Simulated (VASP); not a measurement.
# PbS in VASP: further runs

PbS is run at these levels: PBE+D3(BJ), PBE, PBEsol; tasks: single point.

Program: VASP 6.6.1. These are calculated values, not measurements. Logs are shortened: lines on timing, memory, paths and dates and some standing lists are left out, and cuts for length are marked.

## Step 1: The cell of the first run

The cell holds a slab with vacuum, 4 atoms: a = 4.219 Å, b = 4.219 Å, c = 11.222 Å, α = 93.97°, β = 93.97°, γ = 89.98°.

## Step 2: Single point, PBE+D3(BJ)

The input, INCAR:

```
PREC = Accurate ; ENCUT = 520
EDIFF = 1E-6 ; ISMEAR = 0
SIGMA = 0.1 ; LREAL = F
LASPH = T ; NELM = 80
ALGO = Normal ; ISIF = 2
LWAVE = F ; LCHARG = F
GGA = PE ; IVDW = 12
NBANDS = 28
```

The input, KPOINTS:

```
Automatic mesh
0
Gamma
  1 1 1
```

The input, POSCAR:

```
PbS
1.0
    2.9838607981     -2.9828938700      0.0000000000
    2.9838607981      2.9828938700      0.0000000000
   -1.0986781904      0.0000000000     11.1678408944
Pb S
2 2
Direct
    0.2263653800      0.2263653800      0.3722110100
    0.7736346200      0.7736346200      0.6277889900
    0.7295120500      0.7295120500      0.3897323800
    0.2704879500      0.2704879500      0.6102676200
```

Potentials or basis: VASP PAW PBE potentials, release 64 (Pb_d, S).

The run is started by

```sh
> cat potpaw_PBE.64/Pb_d/POTCAR potpaw_PBE.64/S/POTCAR > POTCAR
> mpirun -np 1 vasp_gam > vasp.out
```

OUTCAR:

```text
PREC = Accurate
   ENCUT = 520
   EDIFF = 1E-6
   ISMEAR = 0
   LREAL = F
   LASPH = T
   NELM = 80
   ISIF = 2
   GGA = PE
   IVDW = 12
 IVDW          = 12

 ion  position               nearest neighbor table
   1  0.226  0.226  0.372-   4 2.66   3 2.99   3 2.99   3 2.99   3 2.99   2 4.13   2 4.13   2 4.13
                             2 4.13
   2  0.774  0.774  0.628-   3 2.66   4 2.99   4 2.99   4 2.99   4 2.99   1 4.13   1 4.13   1 4.13
                             1 4.13
   3  0.730  0.730  0.390-   2 2.66   1 2.99   1 2.99   1 2.99   1 2.99
   4  0.270  0.270  0.610-   1 2.66   2 2.99   2 2.99   2 2.99   2 2.99

  LATTYP: Found a base centered monoclinic cell.
 ALAT       =     5.9677215962
 B/A-ratio  =     0.9996759473
 C/A-ratio  =     1.8804084392
 COS(beta)  =    -0.0979061014

  Lattice vectors:

 A1 = (   2.9838607981,  -2.9828938700,   0.0000000000)
 A2 = (   2.9838607981,   2.9828938700,   0.0000000000)
 A3 = (  -1.0986781904,   0.0000000000,  11.1678408944)

Analysis of symmetry for initial positions (statically):
=====================================================================
 Subroutine PRICEL returns:
 Original cell was already a primitive cell.

 Routine SETGRP: Setting up the symmetry group for a
 base centered monoclinic supercell.

 Subroutine GETGRP returns: Found  4 space group operations
 (whereof  4 operations were pure point group operations)
 out of a pool of  4 trial point group operations.

The static configuration has the point symmetry C_2h.

Analysis of symmetry for dynamics (positions and initial velocities):
=====================================================================
 Subroutine PRICEL returns:
 Original cell was already a primitive cell.

 Routine SETGRP: Setting up the symmetry group for a
 base centered monoclinic supercell.

 Subroutine GETGRP returns: Found  4 space group operations
 (whereof  4 operations were pure point group operations)
 out of a pool of  4 trial point group operations.

The dynamic configuration has the point symmetry C_2h.

 Subroutine INISYM returns: Found  4 space group operations
 (whereof  4 operations are pure point group operations),
 and found     1 'primitive' translations

----------------------------------------------------------------------------------------

                                     Primitive cell

[... 68 lines left out ...]
   ENCUT  =  520.0 eV  38.22 Ry    6.18 a.u.   7.84  7.84 20.87*2*pi/ulx,y,z
   NELM   =     80;   NELMIN=  2; NELMDL= -5     # of ELM steps
   EDIFF  = 0.1E-05   stopping-criterion for ELM
   LREAL  =      F    real-space projection
   EDIFFG = 0.1E-04   stopping-criterion for IOM
   NSW    =      0    number of steps for IOM
   IBRION =     -1    ionic relax: 0-MD 1-quasi-New 2-CG
   NFREE  =      0    steps in history (QN), initial steepest desc. (CG)
   ISIF   =      2    stress and relaxation
   ISYM   =      2    0-nonsym 1-usesym 2-fastsym
   POTIM  = 0.5000    time-step for ionic-motion
   TEBEG  =    0.0;   TEEND  =   0.0 temperature during run
   PSTRESS=    0.0 pullay stress
   NELECT =      40.0000    total number of electrons
   NUPDOWN=      -1.0000    fix difference up-down
   EMIN   =  10.00;   EMAX   =-10.00  energy-range for DOS
   EFERMI =   0.00;   METHOD = LEGACY
   ISMEAR =     0;   SIGMA  =   0.10  broadening in eV -4-tet -1-fermi 0-gaus
   EFERMI_NEDOS =   21; number of points for ismear=-14 and -15
   IALGO  =     38    algorithm
   IMIX   =      4    mixing-type and parameters
     AMIX     =   0.40;   BMIX     =  1.00
     AMIX_MAG =   1.60;   BMIX_MAG =  1.00
  volume/ion in A,a.u.               =      49.70       335.39
  Fermi-wavevector in a.u.,A,eV,Ry     =   0.959304  1.812822 12.520957  0.920264
  Thomas-Fermi vector in A             =   2.088488
   LORBIT       =      0    0 simple, 1 ext, 2 COOP (PROOUT), +10 PAW based schemes
   GGA     = PE    functional components
   LHFCALC =     F    Hartree Fock is set to
   AEXX    =    0.0000 exact exchange contribution
   IVDW    =    12    specifies the selected vdW correction
   LEPSILON=     F    determine dielectric tensor
   LRPA    =     F    only Hartree local field effects (RPA)
 non-spin polarized calculation
 Gauss-broadening in eV      SIGMA  =   0.10
  energy-cutoff  :      520.00
  volume of cell :      198.80
 maximum number of plane-waves:      2677
 NGX is ok and might be reduce to    30
   NGX = 15   NGY = 15   NGZ = 41

 number of electron      39.9999993 magnetization

 Free energy of the ion-electron system (eV)
  ---------------------------------------------------
  ext. energy  EPLUGINS =         0.00000000
  ---------------------------------------------------
  free energy    TOTEN  =       -16.95036030 eV

  energy without entropy =      -16.95036030  energy(sigma->0) =      -16.95036030

 E-fermi :   1.1660     XC(G=0):  -5.8978

 val. band max:        0.6757186524   @ k =   0.0000   0.0000   0.0000
 cond. band min:       2.5470565783   @ k =   0.0000   0.0000   0.0000
 fundamental gap:      1.8713379259
 Fermi energy:         1.1659514345

 k-point     1 :       0.0000    0.0000    0.0000
  band No.  band energies     occupation
      1     -15.9424      2.00000
      2     -15.8351      2.00000
      3     -15.8212      2.00000
      4     -15.8053      2.00000
      5     -15.7975      2.00000
      6     -15.7973      2.00000
[... 20 lines left out ...]
     27       6.9904      0.00000
     28       6.9978      0.00000

------------------------ aborting loop because EDIFF is reached ----------------------------------------

 Edisp (eV)   -0.93154

 E8    (eV) :    -0.4343

  FORCE on cell =-STRESS in cart. coord.  units (eV):
  Direction    XX          YY          ZZ          XY          YZ          ZX
  --------------------------------------------------------------------------------------
  -------------------------------------------------------------------------------------
  Total       0.30769     0.33730     4.16610     0.00000     0.00000     0.00116
  in kB       2.47979     2.71839    33.57569     0.00000     0.00000     0.00939
  external pressure =       12.92 kB  Pullay stress =        0.00 kB

 VOLUME and BASIS-vectors are now :
 -----------------------------------------------------------------------------
  energy-cutoff  :      520.00
  volume of cell :      198.80
      direct lattice vectors                 reciprocal lattice vectors
     2.983860798 -2.982893870  0.000000000     0.167568139 -0.167622457  0.016485143
     2.983860798  2.982893870  0.000000000     0.167568139  0.167622457  0.016485143
    -1.098678190  0.000000000 11.167840894     0.000000000  0.000000000  0.089542823

 POSITION                                       TOTAL-FORCE (eV/Angst)
 -----------------------------------------------------------------------------------
      0.94195      0.00000      4.15679        -0.001581      0.000000      0.676056
      3.92710      0.00000      7.01105         0.001581      0.000000     -0.676056
      3.92533      0.00000      4.35247         0.002896      0.000000     -2.569310
      0.94371      0.00000      6.81537        -0.002896      0.000000      2.569310
 -----------------------------------------------------------------------------------
    total drift:                                0.000000      0.000000      0.000000

  FREE ENERGIE OF THE ION-ELECTRON SYSTEM (eV)
  ---------------------------------------------------
  free  energy   TOTEN  =       -17.8819007286 eV

  energy  without entropy=      -17.8819007286  energy(sigma->0) =      -17.88190073
```

OSZICAR:

```text
N       E                     dE             d eps       ncg     rms          rms(c)
DAV:   1     0.471440777545E+03    0.47144E+03   -0.20383E+04    56   0.142E+03
DAV:   2     0.665047432981E+02   -0.40494E+03   -0.38518E+03    56   0.366E+02
DAV:   3    -0.116121734879E+02   -0.78117E+02   -0.77357E+02    80   0.168E+02
DAV:   4    -0.186062392337E+02   -0.69941E+01   -0.69663E+01    64   0.487E+01
DAV:   5    -0.189116405223E+02   -0.30540E+00   -0.30501E+00    88   0.117E+01    0.986E+00
DAV:   6    -0.169451215416E+02    0.19665E+01   -0.38855E+00    80   0.133E+01    0.683E+00
DAV:   7    -0.169554637566E+02   -0.10342E-01   -0.12329E+00    64   0.406E+00    0.253E+00
DAV:   8    -0.169569804382E+02   -0.15167E-02   -0.12829E-01    64   0.246E+00    0.120E+00
DAV:   9    -0.169469594791E+02    0.10021E-01   -0.47787E-02    64   0.118E+00    0.715E-01
DAV:  10    -0.169485653299E+02   -0.16059E-02   -0.27056E-03    64   0.302E-01    0.361E-01
DAV:  11    -0.169481030105E+02    0.46232E-03   -0.35461E-03    64   0.247E-01    0.170E-01
DAV:  12    -0.169485080598E+02   -0.40505E-03   -0.23650E-03    60   0.182E-01    0.268E-01
DAV:  13    -0.169501079261E+02   -0.15999E-02   -0.78489E-04    60   0.152E-01    0.461E-02
DAV:  14    -0.169503615713E+02   -0.25365E-03   -0.17915E-04    56   0.674E-02    0.502E-02
DAV:  15    -0.169503597887E+02    0.17826E-05   -0.36927E-05    64   0.459E-02    0.176E-02
DAV:  16    -0.169503602996E+02   -0.51087E-06   -0.47089E-06    48   0.125E-02
   1 F= -.17881901E+02 E0= -.17881901E+02  d E =-.206113E-11
```

stdout:

```text
POSCAR found type information on POSCAR PbS
 POSCAR found :  2 types and       4 ions
 scaLAPACK will be used
 LDA part: xc-table for (Slater+PW92), standard interpolation
 POSCAR, INCAR and KPOINTS ok, starting setup
 FFT: planning ... GRIDC
 FFT: planning ... GRID_SOFT
 FFT: planning ... GRID
 WAVECAR not read
 entering main loop
```

Run time: 22 s. Hardware: 1 thread of Intel Xeon 8259CL, shared host; peak memory 0.26 GiB.

What came out:

- Free energy: -17.8819 eV
- Largest force: 2.569 eV/Å
- Dispersion energy per atom: -0.233 eV

Forces on the atoms (eV/Å):
```
Pb  -0.002  0.000  0.676
Pb   0.002  0.000 -0.676
S    0.003  0.000 -2.569
S   -0.003  0.000  2.569
```

Levels at points of the mesh, in eV from the Fermi level:
| k point | band 16 | band 17 | band 18 | band 19 | band 20 | band 21 | band 22 | band 23 | band 24 | band 25 |
| --- | --- | --- | --- | --- | --- | --- | --- | --- | --- | --- |
| (0.00, 0.00, 0.00) | -2.96 | -2.95 | -1.73 | -1.73 | -0.49 | 1.38 | 2.93 | 4.59 | 4.61 | 4.62 |

Caveat: the k points lie up to 1.49 Å⁻¹ apart, too coarse for converged energies, forces and pressures; there is no dipole correction, which matters where the two faces differ; spin-orbit coupling is left out, which moves the levels of the heavy elements.

(Continued in part 2 of 2.)
